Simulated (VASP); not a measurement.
# CaSe in VASP: notebook

The runs below take CaSe through single point, with PBE.

All numbers are computed with VASP 6.6.1; they aren't measurements. Logs are shortened: lines on timing, memory, paths and dates and some standing lists are left out, and cuts for length are marked.

## Step 1: The cell of the first run

The structure is trigonal, space group R-3m (No. 166). Conventional cell: a = 5.140 Å, b = 5.140 Å, c = 6.140 Å, α = 90.00°, β = 90.00°, γ = 120.00°. Within 4.0 Å of Ca (site symmetry -3m) lie 8 Se at 3.07 to 3.14 Å and 6 Ca at 3.61 Å. Se (site symmetry -3m) has 8 Ca at 3.07 to 3.14 Å and 6 Se at 3.61 Å within 4.0 Å.

## Step 2: Single point, PBE (strain along [111] -2.5%)

Contents of INCAR:

```
SYSTEM = CaSe
  ALGO = Normal
  EDIFF = 1E-7
  ENCUT = 520
  GGA = PE
  ISIF = 2
  ISMEAR = -1
  LASPH = .TRUE.
  LCHARG = .FALSE.
  LREAL = .FALSE.
  LWAVE = .FALSE.
  NBANDS = 15
  NELM = 80
  PREC = Accurate
  SIGMA = 0.02
```

Contents of KPOINTS:

```
k-points
0
G
  8 8 8
  0 0 0
```

Contents of POSCAR:

```
CaSe
1.0
    3.6048585127     -0.0299263957     -0.0299263957
   -0.0299263957      3.6048585127     -0.0299263957
   -0.0299263957     -0.0299263957      3.6048585127
Ca Se
1 1
Direct
    0.0000000000      0.0000000000      0.0000000000
    0.5000000000      0.5000000000      0.5000000000
```

Potentials or basis: VASP PAW PBE potentials, release 64 (Ca_sv, Se).

Started as:

```sh
$ cat potpaw_PBE.64/Ca_sv/POTCAR potpaw_PBE.64/Se/POTCAR > POTCAR
$ mpirun -np 1 vasp_std > vasp.out
```

OUTCAR:

```text
SYSTEM = CaSe
   EDIFF = 1E-7
   ENCUT = 520
   GGA = PE
   ISIF = 2
   ISMEAR = -1
   LASPH = .TRUE.
   LREAL = .FALSE.
   NELM = 80
   PREC = Accurate

 ion  position               nearest neighbor table
   1  0.000  0.000  0.000-
   2  0.500  0.500  0.500-

  LATTYP: Found a trigonal (rhomboedric) cell.
 ALAT       =     3.6051069436
 COS(alpha) =    -0.0165321710

  Lattice vectors:

 A1 = (   3.6048585127,  -0.0299263957,  -0.0299263957)
 A2 = (  -0.0299263957,   3.6048585127,  -0.0299263957)
 A3 = (  -0.0299263957,  -0.0299263957,   3.6048585127)

Analysis of symmetry for initial positions (statically):
=====================================================================
 Subroutine PRICEL returns:
 Original cell was already a primitive cell.

 Routine SETGRP: Setting up the symmetry group for a
 trigonal (rhombohedral) supercell.

 Subroutine GETGRP returns: Found 12 space group operations
 (whereof 12 operations were pure point group operations)
 out of a pool of 12 trial point group operations.

The static configuration has the point symmetry D_3d.

Analysis of symmetry for dynamics (positions and initial velocities):
=====================================================================
 Subroutine PRICEL returns:
 Original cell was already a primitive cell.

 Routine SETGRP: Setting up the symmetry group for a
 trigonal (rhombohedral) supercell.

 Subroutine GETGRP returns: Found 12 space group operations
 (whereof 12 operations were pure point group operations)
 out of a pool of 12 trial point group operations.

The dynamic configuration has the point symmetry D_3d.

 Subroutine INISYM returns: Found 12 space group operations
 (whereof 12 operations are pure point group operations),
 and found     1 'primitive' translations

----------------------------------------------------------------------------------------

                                     Primitive cell

  volume of cell :      46.8354

  direct lattice vectors                    reciprocal lattice vectors
     3.604858513 -0.029926396 -0.029926396     0.277441959  0.002322516  0.002322516
    -0.029926396  3.604858513 -0.029926396     0.002322516  0.277441959  0.002322516
    -0.029926396 -0.029926396  3.604858513     0.002322516  0.002322516  0.277441959

  length of vectors
     3.605106944  3.605106944  3.605106944     0.277461401  0.277461401  0.277461401

  position of ions in fractional coordinates (direct lattice)
     0.000000000  0.000000000  0.000000000
     0.500000000  0.500000000  0.500000000

  ion indices of the primitive-cell ions
   primitive index   ion index
                 1           1
                 2           2

----------------------------------------------------------------------------------------

 KPOINTS: k-points

Automatic generation of k-mesh.
 Grid dimensions read from file:
 generate k-points for:    8    8    8

 Generating k-lattice:

  Cartesian coordinates                     Fractional coordinates (reciprocal lattice)
     0.034680245  0.000290315  0.000290315     0.125000000 -0.000000000 -0.000000000
     0.000290315  0.034680245  0.000290315    -0.000000000  0.125000000 -0.000000000
     0.000290315  0.000290315  0.034680245    -0.000000000 -0.000000000  0.125000000

  Length of vectors
     0.034682675  0.034682675  0.034682675

  Shift w.r.t. Gamma in fractional coordinates (k-lattice)
     0.000000000  0.000000000  0.000000000

 Subroutine IBZKPT returns following result:
 ===========================================

 Found     65 irreducible k-points:

 Following reciprocal coordinates:
            Coordinates               Weight
  0.000000  0.000000  0.000000      1.000000
  0.125000  0.000000  0.000000      6.000000
  0.250000  0.000000  0.000000      6.000000
  0.375000 -0.000000  0.000000      6.000000
  0.500000  0.000000  0.000000      3.000000
  0.125000  0.125000  0.000000      6.000000
[... 16 lines left out ...]
  0.250000  0.125000  0.125000      6.000000
  0.375000  0.125000  0.125000      6.000000
 [... further k-points ...]
   k-points           NKPTS =     65   k-points in BZ     NKDIM =     65   number of bands    NBANDS=     15
   number of dos      NEDOS =    301   number of ions     NIONS =      2
   total plane-waves  NPLWV =  21952
   dimension x,y,z NGX =    28 NGY =   28 NGZ =   28
   dimension x,y,z NGXF=    56 NGYF=   56 NGZF=   56
   ions per type =               1   1
   NGX,Y,Z   is equivalent  to a cutoff of  12.91, 12.91, 12.91 a.u.
   NGXF,Y,Z  is equivalent  to a cutoff of  25.82, 25.82, 25.82 a.u.
 SYSTEM =  CaSe
   PREC   = accura    normal or accurate (medium, high low for compatibility)
   ISTART =      0    job   : 0-new  1-cont  2-samecut
   ICHARG =      2    charge: 1-file 2-atom 10-const
   ISPIN  =      1    spin polarized calculation?
   LNONCOLLINEAR =      F non collinear calculations
   LSORBIT =      F    spin-orbit coupling
   LASPH  =      T    aspherical Exc in radial PAW
   ENCUT  =  520.0 eV  38.22 Ry    6.18 a.u.   6.70  6.70  6.70*2*pi/ulx,y,z
   NELM   =     80;   NELMIN=  2; NELMDL= -5     # of ELM steps
   EDIFF  = 0.1E-06   stopping-criterion for ELM
   LREAL  =      F    real-space projection
   EDIFFG = 0.1E-05   stopping-criterion for IOM
   NSW    =      0    number of steps for IOM
   IBRION =     -1    ionic relax: 0-MD 1-quasi-New 2-CG
   NFREE  =      0    steps in history (QN), initial steepest desc. (CG)
   ISIF   =      2    stress and relaxation
   ISYM   =      2    0-nonsym 1-usesym 2-fastsym
   POTIM  = 0.5000    time-step for ionic-motion
   TEBEG  =    0.0;   TEEND  =   0.0 temperature during run
   PSTRESS=    0.0 pullay stress
   NELECT =      16.0000    total number of electrons
   NUPDOWN=      -1.0000    fix difference up-down
   EMIN   =  10.00;   EMAX   =-10.00  energy-range for DOS
   EFERMI =   0.00;   METHOD = LEGACY
   ISMEAR =    -1;   SIGMA  =   0.02  broadening in eV -4-tet -1-fermi 0-gaus
   EFERMI_NEDOS =   21; number of points for ismear=-14 and -15
   IALGO  =     38    algorithm
   IMIX   =      4    mixing-type and parameters
     AMIX     =   0.40;   BMIX     =  1.00
     AMIX_MAG =   1.60;   BMIX_MAG =  1.00
  volume/ion in A,a.u.               =      23.42       158.03
  Fermi-wavevector in a.u.,A,eV,Ry     =   1.144432  2.162663 17.819888  1.309725
  Thomas-Fermi vector in A             =   2.281124
   LORBIT       =      0    0 simple, 1 ext, 2 COOP (PROOUT), +10 PAW based schemes
   GGA     = PE    functional components
   LHFCALC =     F    Hartree Fock is set to
   AEXX    =    0.0000 exact exchange contribution
   IVDW    =     0    specifies the selected vdW correction
   LEPSILON=     F    determine dielectric tensor
   LRPA    =     F    only Hartree local field effects (RPA)
 non-spin polarized calculation
  energy-cutoff  :      520.00
  volume of cell :       46.84
 maximum number of plane-waves:      1282
   NGX = 13   NGY = 13   NGZ = 13

 number of electron      16.0000006 magnetization

 Free energy of the ion-electron system (eV)
  ---------------------------------------------------
  ext. energy  EPLUGINS =         0.00000000
  ---------------------------------------------------
  free energy    TOTEN  =        -8.78927262 eV

  energy without entropy =       -8.78927262  energy(sigma->0) =       -8.78927262

 E-fermi :   4.8206     XC(G=0):  -9.6899

 val. band max:        4.4585230525   @ k =   0.5000   0.5000   0.0000
 cond. band min:       5.1873847347   @ k =   0.5000   0.5000   0.0000
 fundamental gap:      0.7288616822
 Fermi energy:         4.8206415741

 k-point     1 :       0.0000    0.0000    0.0000
  band No.  band energies     occupation
      1     -36.8097      2.00000
      2     -17.7493      2.00000
      3     -17.7493      2.00000
      4     -17.7452      2.00000
      5      -8.7045      2.00000
      6       3.5221      2.00000
      7       3.5995      2.00000
      8       3.5995      2.00000
      9       5.4828      0.00000
     10       5.4828      0.00000
     11       6.6934      0.00000
     12       8.8366      0.00000
     13       8.9154      0.00000
     14       8.9154      0.00000
     15      13.6732      0.00000

 k-point     2 :       0.1250    0.0000    0.0000
  band No.  band energies     occupation
      1     -36.8076      2.00000
      2     -17.7785      2.00000
      3     -17.7466      2.00000
      4     -17.7436      2.00000
      5      -8.6034      2.00000
      6       2.4810      2.00000
      7       3.5119      2.00000
      8       3.5784      2.00000
      9       5.5937      0.00000
     10       6.0469      0.00000
     11       7.5211      0.00000
     12       8.9177      0.00000
     13       8.9738      0.00000
     14       8.9787      0.00000
     15      13.2253      0.00000

 k-point     3 :       0.2500    0.0000    0.0000
  band No.  band energies     occupation
      1     -36.8026      2.00000
      2     -17.8508      2.00000
      3     -17.7400      2.00000
      4     -17.7368      2.00000
      5      -8.3421      2.00000
      6       0.9525      2.00000
      7       3.4215      2.00000
      8       3.5240      2.00000
      9       5.8949      0.00000
     10       6.9440      0.00000
     11       8.8189      0.00000
     12       9.0626      0.00000
     13       9.1923      0.00000
     14       9.2782      0.00000
     15      12.2297      0.00000
[... 343 lines left out ...]
 k-point    23 :       0.2500    0.1250    0.1250
  band No.  band energies     occupation
      1     -36.7985      2.00000
      2     -17.8424      2.00000
      3     -17.7653      2.00000
      4     -17.7630      2.00000
      5      -8.1813      2.00000
      6       1.1067      2.00000
      7       2.7023      2.00000
      8       2.7639      2.00000
      9       6.5959      0.00000
     10       7.5355      0.00000
     11       8.0764      0.00000
     12       8.9144      0.00000
     13       9.1530      0.00000
     14      10.6162      0.00000
     15      12.9451      0.00000

 k-point    24 :       0.3750    0.1250    0.1250
  band No.  band energies     occupation
      1     -36.7935      2.00000
      2     -17.9102      2.00000
      3     -17.7565      2.00000
      4     -17.7558      2.00000
      5      -7.9343      2.00000
      6       0.0925      2.00000
      7       2.7984      2.00000
      8       2.9379      2.00000
      9       6.5904      0.00000
     10       8.0404      0.00000
     11       8.3979      0.00000
     12       9.1254      0.00000
     13       9.5910      0.00000
     14      10.6829      0.00000
     15      12.3312      0.00000

 [... further k-points ...]
[... 5 lines left out ...]
  --------------------------------------------------------------------------------------
  -------------------------------------------------------------------------------------
  Total        0.6633594      0.6633594      0.6633594      0.0138465      0.0138465      0.0138465
  in kB       22.6926428     22.6926428     22.6926428      0.4736692      0.4736692      0.4736692
  external PRESSURE =      22.6926428 kB  Pullay stress =       0.0000000 kB

 VOLUME and BASIS-vectors are now :
 -----------------------------------------------------------------------------
  energy-cutoff  :      520.00
  volume of cell :       46.84
      direct lattice vectors                 reciprocal lattice vectors
     3.604858513 -0.029926396 -0.029926396     0.277441959  0.002322516  0.002322516
    -0.029926396  3.604858513 -0.029926396     0.002322516  0.277441959  0.002322516
    -0.029926396 -0.029926396  3.604858513     0.002322516  0.002322516  0.277441959

 POSITION                                       TOTAL-FORCE (eV/Angst)
 -----------------------------------------------------------------------------------
      0.00000      0.00000      0.00000        -0.000000     -0.000000     -0.000000
      1.77250      1.77250      1.77250         0.000000      0.000000      0.000000
 -----------------------------------------------------------------------------------
    total drift:                               -0.000000      0.000000      0.000000

  FREE ENERGIE OF THE ION-ELECTRON SYSTEM (eV)
  ---------------------------------------------------
  free  energy   TOTEN  =        -8.7892726245 eV

  energy  without entropy=       -8.7892726244  energy(sigma->0) =       -8.78927262
```

Run time: 41 s. Hardware: 1 thread of Intel Xeon Platinum 8259CL at 2.50GHz (Skylake/Cascade Lake), shared host; peak memory 0.18 GiB.

Results:

- Free energy: -8.7893 eV
- Pressure: 2.3 GPa
- Band gap on the k mesh: 0.73 eV, direct

Levels at points of the mesh, in eV from the valence-band top:
```
           k point  band 4  band 5  band 6  band 7  band 8  band 9  band 10  band 11  band 12  band 13
(0.00, 0.00, 0.00)  -22.20  -13.16   -0.94   -0.86   -0.86    1.02     1.02     2.23     4.38     4.46
(0.50, 0.00, 0.00)  -22.19  -12.37   -5.04   -1.17   -1.02    2.00     4.67     4.75     4.89     5.29
(0.50, 0.50, 0.00)  -22.17  -12.07   -3.69   -3.61    0.00    0.73     2.94     3.17     3.21     5.45
(0.50, 0.50, 0.50)  -22.32  -11.46   -3.84   -3.84   -3.80    3.80     3.80     4.08     5.52     5.52
```

Caveat: the cell differs from its parent crystal (strain along [111] -2.5%). A k mesh can miss the band edges.

[end of part 1 of 2]
